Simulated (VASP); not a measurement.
# CuO (Cc) in VASP: notebook

Aim: see how the results for CuO move with the level of theory and the settings. Levels: PBE, PBEsol+U. Tasks: relaxation of the atoms, relaxation of cell and atoms, single point.

Program: VASP 6.6.1. These are calculated values, not measurements. Logs are shortened: lines on timing, memory, paths and dates and some standing lists are left out, and cuts for length are marked.

### 1 The cell of the first run

It takes space group Cc (No. 9, monoclinic). Conventional cell: a = 4.736 Å, b = 3.461 Å, c = 5.134 Å, α = 90.00°, β = 99.75°, γ = 90.00°. Cu (site symmetry 1) has 4 O at 1.92 to 2.03 Å within 2.5 Å. Within 2.5 Å of O (site symmetry 1) lie 4 Cu at 1.92 to 2.03 Å.

### 2 Relaxation of the atoms, PBE

INCAR

```
SYSTEM = CuO
ALGO = Normal
EDIFF = 1E-7
EDIFFG = -0.01
ENCUT = 520
GGA = PE
IBRION = 2
ISIF = 2
ISMEAR = -1
LASPH = .True.
LCHARG = .False.
LREAL = .False.
LWAVE = .False.
NELM = 100
NSW = 60
PREC = Accurate
SIGMA = 0.05
```

KPOINTS

```
k-points
0
Gamma
  8 8 5
  0 0 0
```

POSCAR

```
CuO
1.0
    2.3680965000     -1.7305340000      0.0000000000
    2.3680965000      1.7305340000      0.0000000000
   -0.8691598988      0.0000000000      5.0594363927
Cu O
2 2
Direct
    0.4968000000      0.0032000000      0.5000000000
    0.0032000000      0.4968000000      0.0000000000
    0.4056000000      0.5714000000      0.7537000000
    0.5714000000      0.4056000000      0.2537000000
```

Potentials or basis: VASP PAW PBE potentials, release 64 (Cu, O).

Run with:

```console
$ cat potpaw_PBE.64/Cu/POTCAR potpaw_PBE.64/O/POTCAR > POTCAR
$ mpirun -np 1 vasp_std > vasp.out
```

OUTCAR:

```text
SYSTEM = CuO
   EDIFF = 1E-7
   EDIFFG = -0.01
   ENCUT = 520
   GGA = PE
   IBRION = 2
   ISIF = 2
   ISMEAR = -1
   LASPH = .True.
   LREAL = .False.
   NELM = 100
   NSW = 60
   PREC = Accurate

 ion  position               nearest neighbor table
   1  0.497  0.003  0.500-   4 1.92   3 1.94   4 1.99   3 2.03
   2  0.003  0.497  0.000-   3 1.92   4 1.94   3 1.99   4 2.03
   3  0.406  0.571  0.754-   2 1.92   1 1.94   2 1.99   1 2.03
   4  0.571  0.406  0.254-   1 1.92   2 1.94   1 1.99   2 2.03

  LATTYP: Found a base centered monoclinic cell.
 ALAT       =     4.7361930000
 B/A-ratio  =     0.7307700510
 C/A-ratio  =     1.0838979733
 COS(beta)  =    -0.1693097174

  Lattice vectors:

 A1 = (   2.3680965000,  -1.7305340000,   0.0000000000)
 A2 = (   2.3680965000,   1.7305340000,   0.0000000000)
 A3 = (  -0.8691598988,   0.0000000000,   5.0594363927)

Analysis of symmetry for initial positions (statically):
=====================================================================
 Subroutine PRICEL returns:
 Original cell was already a primitive cell.

 Routine SETGRP: Setting up the symmetry group for a
 base centered monoclinic supercell.

 Subroutine GETGRP returns: Found  2 space group operations
 (whereof  1 operations were pure point group operations)
 out of a pool of  4 trial point group operations.

The static configuration has the point symmetry C_1 .
 The point group associated with its full space group is C_1h.

Analysis of symmetry for dynamics (positions and initial velocities):
=====================================================================
 Subroutine PRICEL returns:
 Original cell was already a primitive cell.

 Routine SETGRP: Setting up the symmetry group for a
 base centered monoclinic supercell.

 Subroutine GETGRP returns: Found  2 space group operations
 (whereof  1 operations were pure point group operations)
 out of a pool of  4 trial point group operations.

The dynamic configuration has the point symmetry C_1 .
 The point group associated with its full space group is C_1h.

 Subroutine INISYM returns: Found  2 space group operations
 (whereof  1 operations are pure point group operations),
 and found     1 'primitive' translations

----------------------------------------------------------------------------------------

[... 101 lines left out ...]
   NFREE  =      1    steps in history (QN), initial steepest desc. (CG)
   ISIF   =      2    stress and relaxation
   ISYM   =      2    0-nonsym 1-usesym 2-fastsym
   POTIM  = 0.5000    time-step for ionic-motion
   TEBEG  =    0.0;   TEEND  =   0.0 temperature during run
   PSTRESS=    0.0 pullay stress
   NELECT =      34.0000    total number of electrons
   NUPDOWN=      -1.0000    fix difference up-down
   EMIN   =  10.00;   EMAX   =-10.00  energy-range for DOS
   EFERMI =   0.00;   METHOD = LEGACY
   ISMEAR =    -1;   SIGMA  =   0.05  broadening in eV -4-tet -1-fermi 0-gaus
   EFERMI_NEDOS =   21; number of points for ismear=-14 and -15
   IALGO  =     38    algorithm
   IMIX   =      4    mixing-type and parameters
     AMIX     =   0.40;   BMIX     =  1.00
     AMIX_MAG =   1.60;   BMIX_MAG =  1.00
  volume/ion in A,a.u.               =      10.37        69.96
  Fermi-wavevector in a.u.,A,eV,Ry     =   1.532253  2.895539 31.943763  2.347800
  Thomas-Fermi vector in A             =   2.639485
   LORBIT       =      0    0 simple, 1 ext, 2 COOP (PROOUT), +10 PAW based schemes
   GGA     = PE    functional components
   LHFCALC =     F    Hartree Fock is set to
   AEXX    =    0.0000 exact exchange contribution
   IVDW    =     0    specifies the selected vdW correction
   LEPSILON=     F    determine dielectric tensor
   LRPA    =     F    only Hartree local field effects (RPA)
 conjugate gradient relaxation of ions
 non-spin polarized calculation
  energy-cutoff  :      520.00
  volume of cell :       41.47
 maximum number of plane-waves:      1149
 NGX is ok and might be reduce to    24
   NGX = 11   NGY = 11   NGZ = 19

--------------------------------------- Ionic step        1  -------------------------------------------

 number of electron      34.0000004 magnetization

 Free energy of the ion-electron system (eV)
  ---------------------------------------------------
  ext. energy  EPLUGINS =         0.00000000
  ---------------------------------------------------
  free energy    TOTEN  =       -19.51471568 eV

  energy without entropy =      -19.49776887  energy(sigma->0) =      -19.50624227

------------------------ aborting loop because EDIFF is reached ----------------------------------------

  FORCE on cell =-STRESS in cart. coord.  units (eV):
  Direction    XX          YY          ZZ          XY          YZ          ZX
  --------------------------------------------------------------------------------------
  -------------------------------------------------------------------------------------
  Total        0.6046034      1.0760276      0.7030526      0.0000000      0.0000000     -0.3638447
  in kB       23.3598215     41.5740487     27.1635619      0.0000000      0.0000000    -14.0577228
  external PRESSURE =      30.6991440 kB  Pullay stress =       0.0000000 kB
[... 291 lines left out ...]
--------------------------------------- Ionic step        9  -------------------------------------------

 number of electron      33.9999996 magnetization

 Free energy of the ion-electron system (eV)
  ---------------------------------------------------
  ext. energy  EPLUGINS =         0.00000000
  ---------------------------------------------------
  free energy    TOTEN  =       -19.57475947 eV

  energy without entropy =      -19.55739634  energy(sigma->0) =      -19.56607791

 E-fermi :   5.4596     XC(G=0): -11.7742

 val. band max:        5.4582141192   @ k =   0.3750   0.0000  -0.0000
 cond. band min:       5.5118513504   @ k =  -0.2500   0.3750   0.4000
 fundamental gap:      0.0536372312
 Fermi energy:         5.4596455189

 k-point     1 :       0.0000    0.0000    0.0000
  band No.  band energies     occupation
      1     -14.3652      2.00000
      2     -13.0364      2.00000
      3      -2.5694      2.00000
      4      -0.0662      2.00000
      5       0.3522      2.00000
      6       2.1522      2.00000
[... 565 lines left out ...]
     20      11.4076      0.00000
     21      14.3317      0.00000

 [... further k-points ...]

------------------------ aborting loop because EDIFF is reached ----------------------------------------

  FORCE on cell =-STRESS in cart. coord.  units (eV):
  Direction    XX          YY          ZZ          XY          YZ          ZX
  --------------------------------------------------------------------------------------
  -------------------------------------------------------------------------------------
  Total        0.5346361      1.4943759      1.0958557      0.0000000      0.0000000      0.3096618
  in kB       20.6565229     57.7376057     42.3401413      0.0000000      0.0000000     11.9642809
  external PRESSURE =      40.2447566 kB  Pullay stress =       0.0000000 kB
[... 19 lines left out ...]
  FREE ENERGIE OF THE ION-ELECTRON SYSTEM (eV)
  ---------------------------------------------------
  free  energy   TOTEN  =       -19.5747594666 eV

  energy  without entropy=      -19.5573963445  energy(sigma->0) =      -19.56607791

 reached required accuracy - stopping structural energy minimisation
```

Run time: 6.6 min. Hardware: 1 thread of AMD EPYC 7R43 (Zen 3), shared host; peak memory 0.17 GiB.

What came out:

```yaml
Free_energy: -19.5748 eV
Energy_gained_by_relaxing: 15.0 meV/atom
Ionic_steps: 9
Pressure_after_relaxing: 4.0 GPa
Largest_force_after_relaxing: 0.005 eV/Å
Band_gap_on_the_k_mesh: zero (bands 17 and 18 overlap by 0.51 eV)
```

Forces on the atoms (eV/Å):
```
Cu  -0.004  0.001 -0.002
Cu  -0.004 -0.001 -0.002
O    0.004 -0.003  0.002
O    0.004  0.003  0.002
```

Stress tensor (GPa, compression positive):
```
2.07 0.00 1.20
0.00 5.77 0.00
1.20 0.00 4.23
```

Step by step:
```tsv
step	energy change (eV)	largest force (eV/Å)	pressure (GPa)
1	0.0000	0.7390	3.07
2	-0.0504	0.2213	2.88
3	-0.0504	0.2191	2.86
4	-0.0547	0.1634	3.13
5	-0.0598	0.0393	3.83
6	-0.0600	0.0235	4.03
7	-0.0600	0.0228	4.02
8	-0.0600	0.0169	4.02
9	-0.0600	0.0053	4.02
```

Final structure:
```cif
data_structure
_symmetry_space_group_name_H-M 'P 1'
_symmetry_Int_Tables_number 1
_cell_length_a 2.9330
_cell_length_b 2.9330
_cell_length_c 5.1335
_cell_angle_alpha 97.857
_cell_angle_beta 97.857
_cell_angle_gamma 72.316
_cell_volume 41.47
loop_
_atom_site_label
_atom_site_type_symbol
_atom_site_fract_x
_atom_site_fract_y
_atom_site_fract_z
_atom_site_occupancy
Cu1 Cu 0.49457 0.99413 0.50188 1
Cu2 Cu 0.99413 0.49457 0.00188 1
O1 O 0.42765 0.56065 0.75182 1
O2 O 0.56065 0.42765 0.25182 1
```

Caveat: semilocal functionals often make such compounds metallic where correlation or magnetic order opens a gap, which also shifts bond lengths. With open d or f shells a metallic result of PBE can be an artefact of self-interaction; +U or a hybrid may open a gap.

### 3 Relaxation of cell and atoms, PBE, target pressure 10 GPa, at which the enthalpy is minimised

This run uses another cell than the first one, of 10.16 Å³/atom.

INCAR

```
  PREC = Accurate
  ENCUT = 600
  EDIFF = 1E-7
  ISMEAR = -1
  SIGMA = 0.05
  LREAL = False
  LASPH = True
  NELM = 60
  ALGO = Normal
  ISIF = 3
  LWAVE = False
  LCHARG = False
  GGA = PE
  IBRION = 2
  NSW = 60
  EDIFFG = -0.01
  PSTRESS = 100.0
```

KPOINTS

```
regular mesh
0
Gamma
  10 10 5
```

POSCAR

```
CuO
1.0
    2.3446500000     -1.7134000000      0.0000000000
    2.3446500000      1.7134000000      0.0000000000
   -0.8605543552      0.0000000000      5.0594363927
Cu O
2 2
Direct
    0.4968000000      0.0032000000      0.5000000000
    0.0032000000      0.4968000000      0.0000000000
    0.4056000000      0.5714000000      0.7537000000
    0.5714000000      0.4056000000      0.2537000000
```

Potentials or basis: VASP PAW PBE potentials, release 64 (Cu, O).

Run with:

```console
$ cat potpaw_PBE.64/Cu/POTCAR potpaw_PBE.64/O/POTCAR > POTCAR
$ mpirun -np 1 vasp_std > vasp.out
```

Wall time 37 min (1 thread of Intel Xeon Platinum 8488C (Sapphire Rapids), shared host); peak memory 0.28 GiB.

The run converged. Its results:

| Property | Result |
| --- | --- |
| Free energy | -19.5662 eV |
| Relaxed volume | 10.18 Å³/atom |
| Relaxed cell | a = 2.874 Å, b = 2.874 Å, c = 5.111 Å, α = 97.03°, β = 97.03°, γ = 77.54° |
| Space group after relaxing (to 0.1 Å) | C2/c (No. 15) |
| Energy change on relaxing (the run minimises the enthalpy) | -18.3 meV/atom |
| Ionic steps | 36 |
| Pressure after relaxing | 9.9 GPa |
| Largest force after relaxing | 0.008 eV/Å |
| Band gap on the k mesh | zero (bands 17 and 18 overlap by 0.62 eV) |

Forces in eV/Å, atoms in the order of the input:
```
Cu   0.002 -0.008  0.001
Cu   0.002  0.008  0.001
O   -0.002  0.005 -0.001
O   -0.002 -0.005 -0.001
```

Stress tensor (GPa, compression positive):
```
 9.90  0.00  0.13
 0.00 10.01  0.00
 0.13  0.00  9.90
```

Step by step:
```csv
step,energy change (eV),largest force (eV/Å),pressure (GPa),volume (Å³)
1,0.0000,0.7883,6.24,40.65
2,0.0290,0.1475,12.92,39.26
3,0.0069,0.0718,11.28,39.55
4,-0.0190,0.0562,9.20,39.94
5,-0.0119,0.0454,9.82,39.82
6,-0.0119,0.0268,9.97,39.81
7,-0.0109,0.0344,10.38,39.79
8,-0.0113,0.0211,10.26,39.80
9,-0.0140,0.0154,10.19,39.83
10,-0.0219,0.0184,9.91,39.95
11,-0.0363,0.0778,9.39,40.17
12,-0.0368,0.0746,9.50,40.17
13,-0.0379,0.0660,9.80,40.18
14,-0.0392,0.0536,10.37,40.19
15,-0.0428,0.0398,10.20,40.24
16,-0.0475,0.0346,9.98,40.32
17,-0.0564,0.0699,9.56,40.46
18,-0.0504,0.0449,9.86,40.36
19,-0.0518,0.0393,9.89,40.38
20,-0.0558,0.0269,10.01,40.44
21,-0.0577,0.0255,10.08,40.47
22,-0.0609,0.0081,9.93,40.52
23,-0.0620,0.0152,9.86,40.53
24,-0.0606,0.0171,10.10,40.51
25,-0.0596,0.0186,10.23,40.49
26,-0.0618,0.0145,10.07,40.53
27,-0.0632,0.0157,9.97,40.55
28,-0.0634,0.0138,10.02,40.55
29,-0.0639,0.0160,10.08,40.56
30,-0.0647,0.0380,10.22,40.57
31,-0.0642,0.0235,10.15,40.56
32,-0.0646,0.0227,10.14,40.57
33,-0.0659,0.0203,10.12,40.59
34,-0.0684,0.0160,10.01,40.63
35,-0.0732,0.0107,9.89,40.71
36,-0.0731,0.0079,9.94,40.70
```

Final structure:
```
Cu O
1.0
     2.24050   -1.79940    0.00383
     2.24050    1.79940    0.00383
    -0.81086    0.00000    5.04657
Cu O
2 2
Cartesian
  2.9275 0.9013 2.5381
  3.3329 -0.9013 0.0148
  1.6056 0.2166 3.7983
  2.0111 -0.2166 1.2750
```

Levels at points of the mesh, in eV from the Fermi level:
```csv
k point,band 13,band 14,band 15,band 16,band 17,band 18,band 19,band 20,band 21
"(0.00, 0.00, 0.00)",-2.50,-2.35,-2.34,-1.82,0.32,0.88,1.72,5.99,7.99
"(0.50, 0.00, 0.00)",-2.23,-1.80,-1.60,-1.57,0.08,0.32,4.38,6.57,6.60
"(0.50, 0.50, 0.00)",-2.33,-2.32,-1.71,-1.25,-0.89,1.11,2.67,7.73,7.94
```

Caveat: the cell is relaxed towards a set pressure, so the run minimises the enthalpy, not the energy; semilocal functionals often make such compounds metallic where correlation or magnetic order opens a gap, which also shifts bond lengths. With open d or f shells a metallic result of PBE can be an artefact of self-interaction; +U or a hybrid may open a gap.

(Part 1 of 3 ends here.)

The gap in the log of VASP goes by the Fermi energy; the results here count the filled bands.